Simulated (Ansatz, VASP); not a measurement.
# B2Ru3 in VASP and in Ansatz

```xyz
5
Lattice="4.0267 0.0000 0.0000 0.0000 4.0267 0.0000 0.0000 0.0000 4.1114" Properties=species:S:1:pos:R:3 pbc="T T T"
B     0.0000    2.0133    3.2117
B     2.0133    0.0000    3.2117
Ru    0.0000    2.0133    1.1559
Ru    2.0133    0.0000    1.1559
Ru    0.0000    0.0000    3.2107
```

Alike in both runs: functional PBE; k mesh 6 × 6 × 4; occupations gaussian, width 0.1 eV; no spin polarisation.

Ansatz relaxed the structure, and its values are those at the end. VASP's run is a single point on that final structure, the one shown.

|  | VASP | Ansatz |
| --- | --- | --- |
| version | VASP 6.6.1 | Ansatz 0.2.0 |
| potentials or method | VASP PAW PBE potentials, release 64 (B, Ru_pv), cutoff 520 eV | scalar-relativistic, plane waves, PAW |
| valence electrons in the cell | 48 | 54 |

|  | VASP | Ansatz | Ansatz less VASP |
| --- | --- | --- | --- |
| gap on the k mesh at the Fermi level (eV) | none | none | - |
| pressure (GPa) | 0.0 | 0.0 | 0.00 |

A gap of «none» marks a metal or a gap that the smearing closes. VASP's potentials hold 48 valence electrons a cell and Ansatz's 54, so a difference there can come from the potentials and not from the codes.

The k mesh is coarse, so the values compare programs but aren't converged.
